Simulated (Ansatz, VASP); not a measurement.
# Two plane-wave programs on MoS2

File INCAR:

```
  PREC = Accurate
  ENCUT = 520
  EDIFF = 1E-7
  ISMEAR = -1
  SIGMA = 0.05
  LREAL = F
  LASPH = T
  NELM = 60
  ALGO = Normal
  ISIF = 2
  LWAVE = F
  LCHARG = F
  GGA = RE
  NBANDS = 20
```

Contents of KPOINTS:

```
regular mesh
0
Gamma
  9 9 4
```

File POSCAR:

```
MoS2
1.0
    3.2274645616      0.0000000000      0.0000000000
   -1.6137322808      2.7950663001      0.0000000000
    0.0000000000      0.0000000000      6.3124734200
Mo S
1 2
Direct
    0.0000000000      0.0000000000      0.5000000000
    0.6666666667      0.3333333333      0.7446806800
    0.3333333333      0.6666666667      0.2553193200
```

input.yaml

```yaml
crystal:
  lattice:
    - [3.2274645616, 0.0, 0.0]
    - [-1.6137322808, 2.7950663001, 0.0]
    - [0.0, 0.0, 6.31247342]
  atoms:
    - { symbol: Mo, position: [0.0, 0.0, 0.5] }
    - { symbol: S, position: [0.6666666667, 0.3333333333, 0.74468068] }
    - { symbol: S, position: [0.3333333333, 0.6666666667, 0.25531932] }
hamiltonian:
  xc: revpbe
  pseudopotentials: { kind: paw }
kpoints:
  mp_grid: { grid: [9, 9, 4] }
  band_path:
    path:
      - [[0.0, 0.0, 0.0], [0.5, 0.0, 0.0], [0.3333333333, 0.3333333333, 0.0], [0.0, 0.0, 0.0], [0.0, 0.0, 0.5], [0.5, 0.0, 0.5], [0.3333333333, 0.3333333333, 0.5], [0.0, 0.0, 0.5]]
      - [[0.5, 0.0, 0.5], [0.5, 0.0, 0.0]]
      - [[0.3333333333, 0.3333333333, 0.0], [0.3333333333, 0.3333333333, 0.5]]
    npoints: 14
scf:
  occupations: { method: fermi_dirac, width: 0.05 }
  n_extra_bands: 7
output:
  forces: true
  stress: true
  eigenvalues: true
  fatbands: false
```

Alike in both runs: functional revPBE; k mesh 9 × 9 × 4; occupations fermi-dirac, width 0.05 eV; no spin polarisation.

|  | VASP | Ansatz |
| --- | --- | --- |
| version | VASP 6.6.1 | Ansatz 0.2.0 |
| potentials or method | VASP PAW PBE potentials, release 64 (Mo_sv, S) | Ansatz PAW |
| plane-wave cutoff (eV) | 520 | 420 |
| valence electrons in the cell | 26 | 26 |
| task | single point | band structure |

Ansatz gave:

| Item | Value |
| --- | --- |
| gap on the k mesh at the Fermi level (eV) | none |
| pressure (GPa) | 2.9 |
| traceless stress, the component that is largest in VASP (GPa) | 1.94 |
| rms of the force components (eV/Å) | 0.158 |

Task: Which values does VASP return?

Result: gap on the k mesh at the Fermi level (eV): none; pressure (GPa): 2.8; traceless stress, the component that is largest in VASP (GPa): 1.94; rms of the force components (eV/Å): 0.150.

VASP's potentials were made for PBE, not for revPBE. Atom by atom the forces differ by 0.007 eV/Å (rms over components). A gap of «none» marks a metal or a gap that the smearing closes. The functional is the same, so the differences come from potentials, cutoffs and numerics.
